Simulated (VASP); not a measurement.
# WS2 in VASP: single point with r2SCAN

Aim: the single point of WS2 with r2SCAN.

All numbers are computed with VASP 6.6.1; they aren't measurements. Logs are shortened: lines on timing, memory, paths and dates and some standing lists are left out, and cuts for length are marked.

## 1. The cell of the first run

The cell holds a slab with vacuum, 6 atoms: a = 3.181 Å, b = 3.181 Å, c = 35.069 Å, α = 90.00°, β = 90.00°, γ = 120.00°.

## 2. Single point, r2SCAN, collinear spin

POSCAR reads:

```
WS2
1.0
    3.1810953989      0.0000000000      0.0000000000
   -1.5905476995      2.7549094273      0.0000000000
    0.0000000000      0.0000000000     35.0689136717
S W
4 2
Direct
    0.6666666667      0.3333333333      0.2138646230
    0.6666666667      0.3333333333      0.3027802290
    0.6666666667      0.3333333333      0.6972197710
    0.6666666667      0.3333333333      0.7861353770
    0.3333333333      0.6666666667      0.2583224260
    0.3333333333      0.6666666667      0.7416775740
```

INCAR.step1 reads:

```
SYSTEM = WS2
PREC = Accurate
ENCUT = 440
ISMEAR = 0
SIGMA = 0.05
LREAL = .FALSE.
LASPH = .TRUE.
NELM = 200
ISPIN = 2
MAGMOM = 0.2 0.2 0.2 0.2 0.2 0.2
LMAXMIX = 4
LDIPOL = .TRUE.
IDIPOL = 3
DIPOL = 0.5 0.5 0.500
NBANDS = 39
GGA = PE
ALGO = Normal
EDIFF = 1E-5
LWAVE = .TRUE.
LCHARG = .FALSE.
GGA_COMPAT = .FALSE.
NELMDL = -8
```

INCAR.step2 reads:

```
SYSTEM = WS2
PREC = Accurate
ENCUT = 440
EDIFF = 1E-6
ISMEAR = 0
SIGMA = 0.05
LREAL = .FALSE.
LASPH = .TRUE.
NELM = 200
ALGO = Normal
ISIF = 2
LWAVE = .FALSE.
LCHARG = .FALSE.
ISPIN = 2
MAGMOM = 0.2 0.2 0.2 0.2 0.2 0.2
LORBIT = 11
LMAXMIX = 4
LDIPOL = .TRUE.
IDIPOL = 3
DIPOL = 0.5 0.5 0.500
METAGGA = R2SCAN
LMIXTAU = .TRUE.
NBANDS = 39
ISTART = 1
GGA_COMPAT = .FALSE.
```

KPOINTS reads:

```
regular mesh
0
G
  14 14 1
  0 0 0
```

Potentials or basis: VASP PAW PBE potentials, release 64 (S, W_sv).

On the command line:

```sh
$ cat potpaw_PBE.64/S/POTCAR potpaw_PBE.64/W_sv/POTCAR > POTCAR
$ cp INCAR.step1 INCAR
$ mpirun -np 1 vasp_std > vasp.out
$ cp INCAR.step2 INCAR
$ mpirun -np 1 vasp_std > vasp.out
```

OUTCAR:

```text
SYSTEM = WS2
   PREC = Accurate
   ENCUT = 440
   EDIFF = 1E-6
   ISMEAR = 0
   LREAL = .FALSE.
   LASPH = .TRUE.
   NELM = 200
   ISIF = 2
   ISPIN = 2
   LORBIT = 11
   METAGGA = R2SCAN
   ISTART = 1

 ion  position               nearest neighbor table
   1  0.667  0.333  0.214-   5 2.41   5 2.41   5 2.41
   2  0.667  0.333  0.303-   5 2.41   5 2.41   5 2.41
   3  0.667  0.333  0.697-   6 2.41   6 2.41   6 2.41
   4  0.667  0.333  0.786-   6 2.41   6 2.41   6 2.41
   5  0.333  0.667  0.258-   1 2.41   2 2.41   1 2.41   2 2.41   1 2.41   2 2.41
   6  0.333  0.667  0.742-   3 2.41   4 2.41   3 2.41   4 2.41   3 2.41   4 2.41

  LATTYP: Found a hexagonal cell.
 ALAT       =     3.1810953989
 C/A-ratio  =    11.0241628352

  Lattice vectors:

 A1 = (   3.1810953989,   0.0000000000,   0.0000000000)
 A2 = (  -1.5905476995,   2.7549094273,   0.0000000000)
 A3 = (   0.0000000000,   0.0000000000,  35.0689136717)

Analysis of symmetry for initial positions (statically):
=====================================================================
 Subroutine PRICEL returns:
 Original cell was already a primitive cell.

 Routine SETGRP: Setting up the symmetry group for a
 hexagonal supercell.

 Subroutine GETGRP returns: Found 12 space group operations
 (whereof 12 operations were pure point group operations)
 out of a pool of 24 trial point group operations.

The static configuration has the point symmetry D_3h.

Analysis of symmetry for dynamics (positions and initial velocities):
=====================================================================
 Subroutine PRICEL returns:
 Original cell was already a primitive cell.

 Routine SETGRP: Setting up the symmetry group for a
 hexagonal supercell.

 Subroutine GETGRP returns: Found 12 space group operations
 (whereof 12 operations were pure point group operations)
 out of a pool of 24 trial point group operations.

The dynamic configuration has the point symmetry D_3h.

Analysis of structural, dynamic, and magnetic symmetry:
=====================================================================
 Subroutine PRICEL returns:
 Original cell was already a primitive cell.

 Routine SETGRP: Setting up the symmetry group for a
 hexagonal supercell.

 Subroutine GETGRP returns: Found 12 space group operations
 (whereof 12 operations were pure point group operations)
 out of a pool of 24 trial point group operations.

The overall configuration has the point symmetry D_3h.

 Subroutine INISYM returns: Found 12 space group operations
 (whereof 12 operations are pure point group operations),
 and found     1 'primitive' translations

----------------------------------------------------------------------------------------

                                     Primitive cell

  volume of cell :     307.3310

  direct lattice vectors                    reciprocal lattice vectors
     3.181095399  0.000000000  0.000000000     0.314357124  0.181494170  0.000000000
    -1.590547700  2.754909427  0.000000000     0.000000000  0.362988340  0.000000000
     0.000000000  0.000000000 35.068913672     0.000000000  0.000000000  0.028515283

  length of vectors
     3.181095399  3.181095399 35.068913672     0.362988340  0.362988340  0.028515283

  position of ions in fractional coordinates (direct lattice)
     0.666666667  0.333333333  0.213864623
     0.666666667  0.333333333  0.302780229
     0.666666667  0.333333333  0.697219771
     0.666666667  0.333333333  0.786135377
     0.333333333  0.666666667  0.258322426
     0.333333333  0.666666667  0.741677574

  ion indices of the primitive-cell ions
   primitive index   ion index
                 1           1
                 2           2
                 3           3
                 4           4
                 5           5
                 6           6

----------------------------------------------------------------------------------------

 KPOINTS: regular mesh

Automatic generation of k-mesh.
 Grid dimensions read from file:
 generate k-points for:   14   14    1

 Generating k-lattice:

  Cartesian coordinates                     Fractional coordinates (reciprocal lattice)
     0.022454080  0.012963869  0.000000000     0.071428571  0.000000000  0.000000000
     0.000000000  0.025927739  0.000000000     0.000000000  0.071428571  0.000000000
     0.000000000  0.000000000  0.028515283     0.000000000  0.000000000  1.000000000

  Length of vectors
     0.025927739  0.025927739  0.028515283

  Shift w.r.t. Gamma in fractional coordinates (k-lattice)
     0.000000000  0.000000000  0.000000000

 Subroutine IBZKPT returns following result:
 ===========================================

 Found     24 irreducible k-points:

 Following reciprocal coordinates:
            Coordinates               Weight
  0.000000  0.000000  0.000000      1.000000
  0.071429 -0.000000  0.000000      6.000000
  0.142857 -0.000000  0.000000      6.000000
  0.214286 -0.000000  0.000000      6.000000
  0.285714 -0.000000  0.000000      6.000000
  0.357143 -0.000000  0.000000      6.000000
[... 16 lines left out ...]
  0.285714  0.285714  0.000000      6.000000
  0.357143  0.285714  0.000000      6.000000
   k-points           NKPTS =     24   k-points in BZ     NKDIM =     24   number of bands    NBANDS=     39
   number of dos      NEDOS =    301   number of ions     NIONS =      6
   total plane-waves  NPLWV = 138240
   dimension x,y,z NGX =    24 NGY =   24 NGZ =  240
   dimension x,y,z NGXF=    48 NGYF=   48 NGZF=  480
   ions per type =               4   2
   NGX,Y,Z   is equivalent  to a cutoff of  12.54, 12.54, 11.38 a.u.
   NGXF,Y,Z  is equivalent  to a cutoff of  25.09, 25.09, 22.75 a.u.
 SYSTEM =  WS2
   PREC   = accura    normal or accurate (medium, high low for compatibility)
   ISTART =      1    job   : 0-new  1-cont  2-samecut
   ICHARG =      0    charge: 1-file 2-atom 10-const
   ISPIN  =      2    spin polarized calculation?
   LNONCOLLINEAR =      F non collinear calculations
   LSORBIT =      F    spin-orbit coupling
   LASPH  =      T    aspherical Exc in radial PAW
   ENCUT  =  440.0 eV  32.34 Ry    5.69 a.u.   5.44  5.44 59.98*2*pi/ulx,y,z
   NELM   =    200;   NELMIN=  2; NELMDL=  0     # of ELM steps
   EDIFF  = 0.1E-05   stopping-criterion for ELM
   LREAL  =      F    real-space projection
   EDIFFG = 0.1E-04   stopping-criterion for IOM
   NSW    =      0    number of steps for IOM
   IBRION =     -1    ionic relax: 0-MD 1-quasi-New 2-CG
   NFREE  =      0    steps in history (QN), initial steepest desc. (CG)
   ISIF   =      2    stress and relaxation
   ISYM   =      2    0-nonsym 1-usesym 2-fastsym
   POTIM  = 0.5000    time-step for ionic-motion
   TEBEG  =    0.0;   TEEND  =   0.0 temperature during run
   PSTRESS=    0.0 pullay stress
   NELECT =      52.0000    total number of electrons
   NUPDOWN=      -1.0000    fix difference up-down
   EMIN   =  10.00;   EMAX   =-10.00  energy-range for DOS
   EFERMI =   0.00;   METHOD = LEGACY
   ISMEAR =     0;   SIGMA  =   0.05  broadening in eV -4-tet -1-fermi 0-gaus
   EFERMI_NEDOS =   21; number of points for ismear=-14 and -15
   IALGO  =     38    algorithm
   IMIX   =      4    mixing-type and parameters
     AMIX     =   0.40;   BMIX     =  1.00
     AMIX_MAG =   1.60;   BMIX_MAG =  1.00
  volume/ion in A,a.u.               =      51.22       345.66
  Fermi-wavevector in a.u.,A,eV,Ry     =   0.905470  1.711089 11.155077  0.819875
  Thomas-Fermi vector in A             =   2.029041
   LORBIT       =     11    0 simple, 1 ext, 2 COOP (PROOUT), +10 PAW based schemes
   METAGGA = R2SCAN    functional components
   LHFCALC =     F    Hartree Fock is set to
   AEXX    =    0.0000 exact exchange contribution
   IVDW    =     0    specifies the selected vdW correction
   LEPSILON=     F    determine dielectric tensor
   LRPA    =     F    only Hartree local field effects (RPA)
 spin polarized calculation
 Gauss-broadening in eV      SIGMA  =   0.05
  energy-cutoff  :      440.00
  volume of cell :      307.33
 maximum number of plane-waves:      6557
 NGX is ok and might be reduce to    24
   NGX = 11   NGY = 11   NGZ =119

 dipolmoment           0.000000      0.000000     -0.000000 electrons x Angstroem

 number of electron      52.0000014 magnetization      -0.0000000

 dipolmoment           0.000000      0.000000      0.000000 electrons x Angstroem

 Free energy of the ion-electron system (eV)
  ---------------------------------------------------
  ext. energy  EPLUGINS =         0.00000000
  ---------------------------------------------------
  free energy    TOTEN  =      -140.08196883 eV

  energy without entropy =     -140.08196883  energy(sigma->0) =     -140.08196883

 E-fermi :  -1.1163     XC(G=0):  -4.4458

 val. band max:       -1.5328698355   @ k =   0.0000   0.0000   0.0000
 cond. band min:       0.4824536376   @ k =   0.3571   0.2857   0.0000
 fundamental gap:      2.0153234731
 Fermi energy:        -1.1162943168

 spin component 1

 k-point     1 :       0.0000    0.0000    0.0000
  band No.  band energies     occupation
      1     -77.5029      1.00000
      2     -77.5028      1.00000
      3     -41.0901      1.00000
      4     -41.0901      1.00000
      5     -40.9364      1.00000
      6     -40.9364      1.00000
[... 30 lines left out ...]
     37       4.2825      0.00000
     38       4.5048      0.00000

 k-point     2 :       0.0714   -0.0000    0.0000
  band No.  band energies     occupation
      1     -77.5019      1.00000
      2     -77.5019      1.00000
      3     -41.0868      1.00000
      4     -41.0868      1.00000
      5     -40.9546      1.00000
      6     -40.9546      1.00000
[... 894 lines left out ...]
 k-point    24 :       0.3571    0.2857    0.0000
  band No.  band energies     occupation
      1     -77.4814      1.00000
      2     -77.4814      1.00000
      3     -41.2161      1.00000
      4     -41.2161      1.00000
      5     -41.1515      1.00000
      6     -41.1515      1.00000
[... 30 lines left out ...]
     37       6.2260      0.00000
     38       6.2260      0.00000
 Fermi energy:        -1.1162943168

 spin component 2

 k-point     1 :       0.0000    0.0000    0.0000
  band No.  band energies     occupation
      1     -77.5029      1.00000
      2     -77.5028      1.00000
      3     -41.0901      1.00000
      4     -41.0901      1.00000
      5     -40.9364      1.00000
      6     -40.9364      1.00000
[... 30 lines left out ...]
     37       4.2825      0.00000
     38       4.5048      0.00000

 k-point     2 :       0.0714   -0.0000    0.0000
  band No.  band energies     occupation
      1     -77.5019      1.00000
      2     -77.5019      1.00000
      3     -41.0868      1.00000
      4     -41.0868      1.00000
      5     -40.9546      1.00000
      6     -40.9546      1.00000
[... 894 lines left out ...]
 k-point    24 :       0.3571    0.2857    0.0000
  band No.  band energies     occupation
      1     -77.4814      1.00000
      2     -77.4814      1.00000
      3     -41.2161      1.00000
      4     -41.2161      1.00000
      5     -41.1515      1.00000
      6     -41.1515      1.00000
[... 30 lines left out ...]
     37       6.2260      0.00000
     38       6.2260      0.00000
 [bands above 38 left out]

------------------------ aborting loop because EDIFF is reached ----------------------------------------

 vacuum level on the upper side and lower side of the slab       (xc-potential included)        -0.059        -0.059

  FORCE on cell =-STRESS in cart. coord.  units (eV):
  Direction    XX          YY          ZZ          XY          YZ          ZX
  --------------------------------------------------------------------------------------
  -------------------------------------------------------------------------------------
  Total        0.1463856      0.1463856      0.0830331     -0.0000000      0.0000000     -0.0000000
  in kB        0.7631370      0.7631370      0.4328682     -0.0000000      0.0000000     -0.0000000
  external PRESSURE =       0.6530474 kB  Pullay stress =       0.0000000 kB

 VOLUME and BASIS-vectors are now :
 -----------------------------------------------------------------------------
  energy-cutoff  :      440.00
  volume of cell :      307.33
      direct lattice vectors                 reciprocal lattice vectors
     3.181095399  0.000000000  0.000000000     0.314357124  0.181494170  0.000000000
    -1.590547700  2.754909427  0.000000000     0.000000000  0.362988340  0.000000000
     0.000000000  0.000000000 35.068913672     0.000000000  0.000000000  0.028515283

 POSITION                                       TOTAL-FORCE (eV/Angst)
 -----------------------------------------------------------------------------------
      1.59055      0.91830      7.50000         0.000000     -0.000000     -0.022369
      1.59055      0.91830     10.61817        -0.000000      0.000000      0.022334
      1.59055      0.91830     24.45074        -0.000000      0.000000     -0.022334
      1.59055      0.91830     27.56891         0.000000     -0.000000      0.022369
     -0.00000      1.83661      9.05909         0.000000     -0.000000      0.000042
     -0.00000      1.83661     26.00983         0.000000     -0.000000     -0.000042
 -----------------------------------------------------------------------------------
    total drift:                               -0.000003      0.000002     -0.000000

  FREE ENERGIE OF THE ION-ELECTRON SYSTEM (eV)
  ---------------------------------------------------
  free  energy   TOTEN  =      -140.0819688264 eV

  energy  without entropy=     -140.0819688264  energy(sigma->0) =     -140.08196883

 vacuum level on the upper side and lower side of the slab         4.288         4.288

 total charge

# of ion       s       p       d       tot
------------------------------------------
    1        1.349   2.391   0.000   3.740
    2        1.349   2.391   0.000   3.740
    3        1.349   2.391   0.000   3.740
    4        1.349   2.391   0.000   3.740
    5        2.312   6.331   3.352  11.995
    6        2.312   6.331   3.352  11.995
--------------------------------------------------
tot         10.018  22.227   6.704  38.949

 magnetization (x)

# of ion       s       p       d       tot
------------------------------------------
    1       -0.000  -0.000   0.000  -0.000
    2       -0.000   0.000   0.000   0.000
    3       -0.000   0.000   0.000   0.000
    4       -0.000  -0.000   0.000  -0.000
    5       -0.000  -0.000   0.000  -0.000
    6       -0.000  -0.000   0.000  -0.000
--------------------------------------------------
tot         -0.000   0.000   0.000  -0.000
```

Run time: 31 min. Hardware: 1 thread of Intel Xeon 6975P-C (Granite Rapids), shared host; peak memory 0.73 GiB.

Results:

```
Free energy                                           : -140.0820 eV
Largest force                                         : 0.022 eV/Å
Band gap on the k mesh                                : 2.02 eV (least direct gap 2.11 eV)
Net moment                                            : 0.00 μB per cell
Valence electrons inside the program's atomic spheres : S 3.74; W 11.99
```

Forces on the atoms (eV/Å):
```
S    0.000  0.000 -0.022
S    0.000  0.000  0.022
S    0.000  0.000 -0.022
S    0.000  0.000  0.022
W    0.000  0.000  0.000
W    0.000  0.000  0.000
```

Caveat: the PAW data sets were made with another functional, which shifts forces and pressure a little; spin-orbit coupling is left out, which moves the levels of the heavy elements.
